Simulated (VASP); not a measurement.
# Al (I4/mmm) in VASP: notebook

Runs on Al. Level: LDA. Tasks: single point.

All numbers are computed with VASP 6.6.1; they aren't measurements. Logs are shortened: lines on timing, memory, paths and dates and some standing lists are left out, and cuts for length are marked.

**1. The cell of the first run**

The structure is tetragonal, space group I4/mmm (No. 139). Conventional cell: a = 2.808 Å, b = 2.808 Å, c = 3.786 Å, α = 90.00°, β = 90.00°, γ = 90.00°. Al (site symmetry 4/mmm) has 12 Al at 2.74 to 2.81 Å within 3.6 Å.

**2. Single point, LDA (14.92 Å³/atom)**

INCAR reads:

```
SYSTEM = Al
PREC     = Accurate       ! precision mode
ENCUT    = 520            ! plane-wave cutoff, eV
EDIFF    = 1E-6           ! SCF threshold, eV
ISMEAR   = 0              ! smearing method
SIGMA    = 0.15           ! smearing width, eV
LREAL    = .FALSE.        ! projectors in reciprocal space
LASPH    = .TRUE.         ! aspherical terms in the spheres
NELM     = 100            ! most SCF steps
ALGO     = Normal         ! electronic algorithm
ISIF     = 2              ! what is computed and relaxed
LWAVE    = .FALSE.        ! write WAVECAR
LCHARG   = .FALSE.        ! write CHGCAR
NBANDS   = 8              ! bands
```

KPOINTS reads:

```
Automatic mesh
0
G
  22 22 22
  0 0 0
```

POSCAR reads:

```
Al
1.0
   -1.4037723891      1.4037723891      1.8928466894
    1.4037723891     -1.4037723891      1.8928466894
    1.4037723891      1.4037723891     -1.8928466894
Al
1
Direct
    0.0000000000      0.0000000000      0.0000000000
```

Potentials or basis: VASP PAW LDA potentials, release 64 (Al).

Started as:

```bash
> cat potpaw_LDA.64/Al/POTCAR > POTCAR
> mpirun -np 1 vasp_std > vasp.out
```

OUTCAR:

```text
SYSTEM = Al
   PREC = Accurate
   ENCUT = 520
   EDIFF = 1E-6
   ISMEAR = 0
   LREAL = .FALSE.
   LASPH = .TRUE.
   NELM = 100
   ISIF = 2

 ion  position               nearest neighbor table
   1  0.000  0.000  0.000-

  LATTYP: Found a body centered tetragonal cell.
 ALAT       =     2.8075447782
 C/A-ratio  =     1.3484000000

  Lattice vectors:

 A1 = (  -1.4037723891,   1.4037723891,   1.8928466894)
 A2 = (   1.4037723891,  -1.4037723891,   1.8928466894)
 A3 = (   1.4037723891,   1.4037723891,  -1.8928466894)

Analysis of symmetry for initial positions (statically):
=====================================================================
 Subroutine PRICEL returns:
 Original cell was already a primitive cell.

 Routine SETGRP: Setting up the symmetry group for a
 body centered tetragonal supercell.

 Subroutine GETGRP returns: Found 16 space group operations
 (whereof 16 operations were pure point group operations)
 out of a pool of 16 trial point group operations.

The static configuration has the point symmetry D_4h.

Analysis of symmetry for dynamics (positions and initial velocities):
=====================================================================
 Subroutine PRICEL returns:
 Original cell was already a primitive cell.

 Routine SETGRP: Setting up the symmetry group for a
 body centered tetragonal supercell.

 Subroutine GETGRP returns: Found 16 space group operations
 (whereof 16 operations were pure point group operations)
 out of a pool of 16 trial point group operations.

The dynamic configuration has the point symmetry D_4h.

 Subroutine INISYM returns: Found 16 space group operations
 (whereof 16 operations are pure point group operations),
 and found     1 'primitive' translations

----------------------------------------------------------------------------------------

                                     Primitive cell

  volume of cell :      14.9200

  direct lattice vectors                    reciprocal lattice vectors
    -1.403772389  1.403772389  1.892846689     0.000000000  0.356183099  0.264152402
     1.403772389 -1.403772389  1.892846689     0.356183099  0.000000000  0.264152402
     1.403772389  1.403772389 -1.892846689     0.356183099  0.356183099  0.000000000

  length of vectors
     2.742995157  2.742995157  2.742995157     0.443444350  0.443444350  0.503718969

  position of ions in fractional coordinates (direct lattice)
     0.000000000  0.000000000  0.000000000

  ion indices of the primitive-cell ions
   primitive index   ion index
                 1           1

----------------------------------------------------------------------------------------

 KPOINTS: Automatic mesh

Automatic generation of k-mesh.
 Grid dimensions read from file:
 generate k-points for:   22   22   22

 Generating k-lattice:

  Cartesian coordinates                     Fractional coordinates (reciprocal lattice)
     0.000000000  0.016190141  0.012006927     0.045454545  0.000000000  0.000000000
     0.016190141  0.000000000  0.012006927     0.000000000  0.045454545  0.000000000
     0.016190141  0.016190141  0.000000000     0.000000000  0.000000000  0.045454545

  Length of vectors
     0.020156561  0.020156561  0.022896317

  Shift w.r.t. Gamma in fractional coordinates (k-lattice)
     0.000000000  0.000000000  0.000000000

 Subroutine IBZKPT returns following result:
 ===========================================

 Found    834 irreducible k-points:

 Following reciprocal coordinates:
            Coordinates               Weight
  0.000000  0.000000  0.000000      1.000000
  0.045455  0.000000 -0.000000      8.000000
  0.090909  0.000000 -0.000000      8.000000
  0.136364  0.000000 -0.000000      8.000000
  0.181818  0.000000 -0.000000      8.000000
  0.227273  0.000000 -0.000000      8.000000
[... 16 lines left out ...]
  0.500000  0.045455 -0.000000     16.000000
 -0.454545  0.045455  0.000000     16.000000
 [... further k-points ...]
   k-points           NKPTS =    834   k-points in BZ     NKDIM =    834   number of bands    NBANDS=      8
   number of dos      NEDOS =    301   number of ions     NIONS =      1
   total plane-waves  NPLWV =   8000
   dimension x,y,z NGX =    20 NGY =   20 NGZ =   20
   dimension x,y,z NGXF=    40 NGYF=   40 NGZF=   40
   ions per type =               1
   NGX,Y,Z   is equivalent  to a cutoff of  12.12, 12.12, 12.12 a.u.
   NGXF,Y,Z  is equivalent  to a cutoff of  24.24, 24.24, 24.24 a.u.
 SYSTEM =  Al
   PREC   = accura    normal or accurate (medium, high low for compatibility)
   ISTART =      0    job   : 0-new  1-cont  2-samecut
   ICHARG =      2    charge: 1-file 2-atom 10-const
   ISPIN  =      1    spin polarized calculation?
   LNONCOLLINEAR =      F non collinear calculations
   LSORBIT =      F    spin-orbit coupling
   LASPH  =      T    aspherical Exc in radial PAW
   ENCUT  =  520.0 eV  38.22 Ry    6.18 a.u.   5.10  5.10  5.10*2*pi/ulx,y,z
   NELM   =    100;   NELMIN=  2; NELMDL= -5     # of ELM steps
   EDIFF  = 0.1E-05   stopping-criterion for ELM
   LREAL  =      F    real-space projection
   EDIFFG = 0.1E-04   stopping-criterion for IOM
   NSW    =      0    number of steps for IOM
   IBRION =     -1    ionic relax: 0-MD 1-quasi-New 2-CG
   NFREE  =      0    steps in history (QN), initial steepest desc. (CG)
   ISIF   =      2    stress and relaxation
   ISYM   =      2    0-nonsym 1-usesym 2-fastsym
   POTIM  = 0.5000    time-step for ionic-motion
   TEBEG  =    0.0;   TEEND  =   0.0 temperature during run
   PSTRESS=    0.0 pullay stress
   NELECT =       3.0000    total number of electrons
   NUPDOWN=      -1.0000    fix difference up-down
   EMIN   =  10.00;   EMAX   =-10.00  energy-range for DOS
   EFERMI =   0.00;   METHOD = LEGACY
   ISMEAR =     0;   SIGMA  =   0.15  broadening in eV -4-tet -1-fermi 0-gaus
   EFERMI_NEDOS =   21; number of points for ismear=-14 and -15
   IALGO  =     38    algorithm
   IMIX   =      4    mixing-type and parameters
     AMIX     =   0.40;   BMIX     =  1.00
     AMIX_MAG =   1.60;   BMIX_MAG =  1.00
  volume/ion in A,a.u.               =      14.92       100.69
  Fermi-wavevector in a.u.,A,eV,Ry     =   0.959089  1.812416 12.515346  0.919852
  Thomas-Fermi vector in A             =   2.088254
   LORBIT       =      0    0 simple, 1 ext, 2 COOP (PROOUT), +10 PAW based schemes
   GGA     = CA    functional components
   LHFCALC =     F    Hartree Fock is set to
   AEXX    =    0.0000 exact exchange contribution
   IVDW    =     0    specifies the selected vdW correction
   LEPSILON=     F    determine dielectric tensor
   LRPA    =     F    only Hartree local field effects (RPA)
 non-spin polarized calculation
 Gauss-broadening in eV      SIGMA  =   0.15
  energy-cutoff  :      520.00
  volume of cell :       14.92
 maximum number of plane-waves:       428
   NGX = 11   NGY = 11   NGZ = 11

 number of electron       3.0000000 magnetization

 Free energy of the ion-electron system (eV)
  ---------------------------------------------------
  ext. energy  EPLUGINS =         0.00000000
  ---------------------------------------------------
  free energy    TOTEN  =        -4.17397482 eV

  energy without entropy =       -4.16979303  energy(sigma->0) =       -4.17188392

 E-fermi :   8.8808     XC(G=0): -10.7212

 val. band max:        8.8796709385   @ k =  -0.4091  -0.4545   0.0909
 cond. band min:       8.8860066024   @ k =  -0.2727  -0.3182   0.0455
 fundamental gap:      0.0063356639
 Fermi energy:         8.8808222176

 k-point     1 :       0.0000    0.0000    0.0000
  band No.  band energies     occupation
      1      -2.9344      2.00000
      2      21.8566      0.00000
      3      21.8566      0.00000
      4      22.3985      0.00000
      5      24.0387      0.00000
      6      24.2056      0.00000
      7      24.2056      0.00000
      8      26.2768      0.00000

 k-point     2 :       0.0455    0.0000   -0.0000
  band No.  band energies     occupation
      1      -2.8745      2.00000
      2      20.9064      0.00000
      3      21.6728      0.00000
      4      22.0846      0.00000
      5      24.3224      0.00000
      6      24.4797      0.00000
      7      24.5999      0.00000
      8      26.9177      0.00000

 k-point     3 :       0.0909    0.0000   -0.0000
  band No.  band energies     occupation
      1      -2.6948      2.00000
      2      19.0924      0.00000
      3      21.2819      0.00000
      4      21.7097      0.00000
      5      24.6726      0.00000
      6      24.9962      0.00000
      7      25.1180      0.00000
      8      27.1524      0.00000

 k-point     4 :       0.1364    0.0000   -0.0000
  band No.  band energies     occupation
      1      -2.3958      2.00000
      2      17.1684      0.00000
      3      20.8669      0.00000
      4      21.3530      0.00000
      5      24.5771      0.00000
      6      25.6078      0.00000
      7      25.7564      0.00000
      8      26.6214      0.00000

 k-point     5 :       0.1818    0.0000   -0.0000
  band No.  band energies     occupation
      1      -1.9785      2.00000
      2      15.2638      0.00000
      3      20.5007      0.00000
      4      21.0571      0.00000
      5      24.4156      0.00000
      6      24.9702      0.00000
      7      26.1764      0.00000
      8      27.1840      0.00000
[... 177 lines left out ...]
 k-point    22 :       0.4545    0.0455   -0.0000
  band No.  band energies     occupation
      1       3.3723      2.00000
      2       5.0461      2.00000
      3      18.9145      0.00000
      4      20.2841      0.00000
      5      21.8306      0.00000
      6      22.1625      0.00000
      7      25.5811      0.00000
      8      25.8718      0.00000

 k-point    23 :       0.5000    0.0455   -0.0000
  band No.  band energies     occupation
      1       3.7001      2.00000
      2       4.6883      2.00000
      3      19.2149      0.00000
      4      19.9405      0.00000
      5      21.5715      0.00000
      6      22.3472      0.00000
      7      25.3501      0.00000
      8      26.1351      0.00000

 k-point    24 :      -0.4545    0.0455    0.0000
  band No.  band energies     occupation
      1       2.5719      2.00000
      2       5.9930      2.00000
      3      19.5179      0.00000
      4      19.7894      0.00000
      5      21.2658      0.00000
      6      22.7739      0.00000
      7      25.0301      0.00000
      8      26.6904      0.00000

 [... further k-points ...]

------------------------ aborting loop because EDIFF is reached ----------------------------------------

  FORCE on cell =-STRESS in cart. coord.  units (eV):
  Direction    XX          YY          ZZ          XY          YZ          ZX
  --------------------------------------------------------------------------------------
  -------------------------------------------------------------------------------------
  Total        0.4209219      0.4209219      0.7935511      0.0000000     -0.0000000      0.0000000
  in kB       45.2005068     45.2005068     85.2151244      0.0000000     -0.0000000      0.0000000
  external PRESSURE =      58.5387127 kB  Pullay stress =       0.0000000 kB

 VOLUME and BASIS-vectors are now :
 -----------------------------------------------------------------------------
  energy-cutoff  :      520.00
  volume of cell :       14.92
      direct lattice vectors                 reciprocal lattice vectors
    -1.403772389  1.403772389  1.892846689     0.000000000  0.356183099  0.264152402
     1.403772389 -1.403772389  1.892846689     0.356183099  0.000000000  0.264152402
     1.403772389  1.403772389 -1.892846689     0.356183099  0.356183099  0.000000000

 POSITION                                       TOTAL-FORCE (eV/Angst)
 -----------------------------------------------------------------------------------
      0.00000      0.00000      0.00000         0.000000      0.000000      0.000000
 -----------------------------------------------------------------------------------
    total drift:                                0.000000      0.000000      0.000000

  FREE ENERGIE OF THE ION-ELECTRON SYSTEM (eV)
  ---------------------------------------------------
  free  energy   TOTEN  =        -4.1739748225 eV

  energy  without entropy=       -4.1697930267  energy(sigma->0) =       -4.17188392
```

Run time: 34 s. Hardware: 1 thread of Intel Xeon Platinum 8488C (Sapphire Rapids), shared host; peak memory 0.18 GiB.

Results:

| Property | Result |
| --- | --- |
| Free energy | -4.1740 eV |
| Pressure | 5.9 GPa |
| Band gap on the k mesh | zero (an odd number of electrons rules out a gap without spin polarisation) |

Stress tensor (GPa, compression positive):
```
4.52 0.00 0.00
0.00 4.52 0.00
0.00 0.00 8.52
```

Levels at points of the mesh, in eV from the Fermi level:
```csv
k point,band 1,band 2,band 3,band 4,band 5,band 6
"(0.00, 0.00, 0.00)",-11.82,12.98,12.98,13.52,15.16,15.32
"(0.50, 0.00, 0.00)",-4.96,-4.53,11.34,11.73,12.38,12.75
"(0.50, 0.50, 0.00)",-3.39,-1.98,5.53,6.20,6.52,10.25
"(0.50, 0.50, 0.50)",-2.62,-0.97,4.93,5.40,5.40,9.36
```

Caveat: the cell stands under pressure.

**3. Single point, LDA (14.92 Å³/atom)**

INCAR reads:

```
  PREC = Accurate
  ENCUT = 520
  EDIFF = 1E-6
  ISMEAR = 0
  SIGMA = 0.15
  LREAL = F
  LASPH = T
  NELM = 60
  ALGO = Normal
  ISIF = 2
  LWAVE = F
  LCHARG = T
  GGA = CA
  LELF = T
  LVHAR = T
  NBANDS = 8
```

KPOINTS reads:

```
Automatic mesh
0
Gamma
  22 22 22
```

POSCAR reads:

```
Al
1.0
   -1.3355418897      1.3355418897      2.0911914909
    1.3355418897     -1.3355418897      2.0911914909
    1.3355418897      1.3355418897     -2.0911914909
Al
1
Direct
    0.0000000000      0.0000000000      0.0000000000
```

Potentials or basis: VASP PAW LDA potentials, release 64 (Al).

Started as:

```bash
> cat potpaw_LDA.64/Al/POTCAR > POTCAR
> mpirun -np 1 vasp_std > vasp.out
```

Wall time 35 s (1 thread of Intel Xeon Platinum 8488C (Sapphire Rapids), shared host); peak memory 0.19 GiB.

Results (log left out):

```yaml
Free_energy: -4.1529 eV
Pressure: 6.6 GPa
Band_gap_on_the_k_mesh: zero (an odd number of electrons rules out a gap without spin polarisation)
```

Stress tensor (GPa, compression positive):
```
9.53 0.00 0.00
0.00 9.53 0.00
0.00 0.00 0.79
```

Levels at points of the mesh, in eV from the Fermi level:
| k point | band 1 | band 2 | band 3 | band 4 | band 5 | band 6 |
| --- | --- | --- | --- | --- | --- | --- |
| (0.00, 0.00, 0.00) | -11.79 | 12.45 | 13.69 | 13.69 | 15.25 | 15.25 |
| (0.50, 0.00, 0.00) | -4.92 | -4.47 | 10.50 | 10.56 | 13.19 | 13.80 |
| (0.50, 0.50, 0.00) | -2.57 | -0.90 | 5.05 | 5.10 | 5.86 | 9.35 |
| (0.50, 0.50, 0.50) | -4.08 | -3.03 | 6.18 | 7.43 | 7.43 | 11.27 |

Caveat: the stress differs along the axes, from 1 to 10 GPa.

**4. Single point, LDA (14.92 Å³/atom)**

INCAR reads:

```
SYSTEM = Al
  ALGO = Fast
  EDIFF = 1E-6
  ENCUT = 520
  GGA = CA
  ISIF = 2
  ISMEAR = 0
  LASPH = .TRUE.
  LCHARG = .TRUE.
  LELF = .TRUE.
  LREAL = .FALSE.
  LVHAR = .TRUE.
  LWAVE = .FALSE.
  NBANDS = 8
  NELM = 60
  PREC = Accurate
  SIGMA = 0.15
```

KPOINTS reads:

```
k-points
0
G
  22 22 22
  0 0 0
```

POSCAR reads:

```
Al
1.0
   -1.4754820651      1.4754820651      1.7133297739
    1.4754820651     -1.4754820651      1.7133297739
    1.4754820651      1.4754820651     -1.7133297739
Al
1
Direct
    0.0000000000      0.0000000000      0.0000000000
```

Started as:

```bash
> cat potpaw_LDA.64/Al/POTCAR > POTCAR
> mpirun -np 1 vasp_std > vasp.out
```

It took 38 s on 1 thread of Intel Xeon Platinum 8488C (Sapphire Rapids), shared host; peak memory 0.19 GiB.

The run converged. Its results:

```
Free energy            : -4.1043 eV
Pressure               : 7.1 GPa
Band gap on the k mesh : zero (an odd number of electrons rules out a gap without spin polarisation)
```

Stress tensor (GPa, compression positive):
```
 4.11  0.00  0.00
 0.00  4.11  0.00
 0.00  0.00 13.18
```

Levels at points of the mesh, in eV from the Fermi level:
| k point | band 1 | band 2 | band 3 | band 4 |
| --- | --- | --- | --- | --- |
| (0.00, 0.00, 0.00) | -11.78 | 13.02 | 13.02 | 15.08 |
| (0.50, 0.00, 0.00) | -4.84 | -4.34 | 9.80 | 10.10 |
| (0.50, 0.50, 0.00) | -4.05 | -2.98 | 6.69 | 7.19 |
| (0.50, 0.50, 0.50) | -0.59 | 1.21 | 3.64 | 3.64 |

Caveat: the stress differs along the axes, from 4 to 13 GPa.

**5. Single point, LDA (14.92 Å³/atom)**

INCAR reads:

```
PREC = Accurate
ENCUT = 520
EDIFF = 1E-7
ISMEAR = 0
SIGMA = 0.15
LREAL = False
LASPH = True
NELM = 100
ALGO = Normal
ISIF = 2
LWAVE = False
LCHARG = False
NBANDS = 8
```

KPOINTS reads:

```
regular mesh
0
Gamma
  22 22 22
```

POSCAR reads:

```
Al
1.0
   -1.6300525426      1.6300525426      1.4038012497
    1.6300525426     -1.6300525426      1.4038012497
    1.6300525426      1.6300525426     -1.4038012497
Al
1
Direct
    0.0000000000      0.0000000000      0.0000000000
```

Started as:

```bash
> cat potpaw_LDA.64/Al/POTCAR > POTCAR
> mpirun -np 1 vasp_std > vasp.out
```

Run time: 59 s. Hardware: 1 thread of Intel Xeon Platinum 8488C (Sapphire Rapids), shared host; peak memory 0.18 GiB.

Results (log left out):

```yaml
Free_energy: -4.0821 eV
Pressure: 7.8 GPa
Band_gap_on_the_k_mesh: zero (an odd number of electrons rules out a gap without spin polarisation)
```

Stress tensor (GPa, compression positive):
```
8.31 0.00 0.00
0.00 8.31 0.00
0.00 0.00 6.72
```

Levels at points of the mesh, in eV from the Fermi level:
```tsv
k point	band 1	band 2	band 3	band 4	band 5
(0.00, 0.00, 0.00)	-11.81	11.50	14.31	14.31	14.83
(0.50, 0.00, 0.00)	-4.34	-3.39	7.56	8.03	9.48
(0.50, 0.50, 0.00)	-5.14	-4.94	11.12	11.30	13.09
(0.50, 0.50, 0.50)	0.63	0.63	2.10	2.44	5.37
```

Caveat: the cell stands under pressure.

**6. The runs side by side**

| cell | gap on the mesh (eV) | pressure (GPa) |
| --- | --- | --- |
| a = 2.743 Å, angles 118.4, 118.4, 92.7°, 1 atom | none | 5.9 |
| a = 2.818 Å, angles 123.4, 123.4, 84.2°, 1 atom | none | 6.6 |
| a = 2.700 Å, angles 113.7, 113.7, 101.2°, 1 atom | none | 7.1 |
| a = 2.699 Å, angles 105.7, 105.7, 117.3°, 1 atom | none | 7.8 |

Alike in all rows: task single point; level LDA; potentials or basis VASP PAW LDA potentials, release 64 (Al); no spin polarisation; k mesh 22 × 22 × 22; cutoff (eV) 520; smearing gaussian 0.15 eV.

Caveats: the cell stands under pressure (at least some runs); the stress differs along the axes, from 1 to 10 GPa (at least some runs); the stress differs along the axes, from 4 to 13 GPa (at least some runs).

Total energies depend on the potentials used, so only differences within one code and one set of settings carry meaning.

The gap in the log of VASP goes by the Fermi energy; the results here count the filled bands.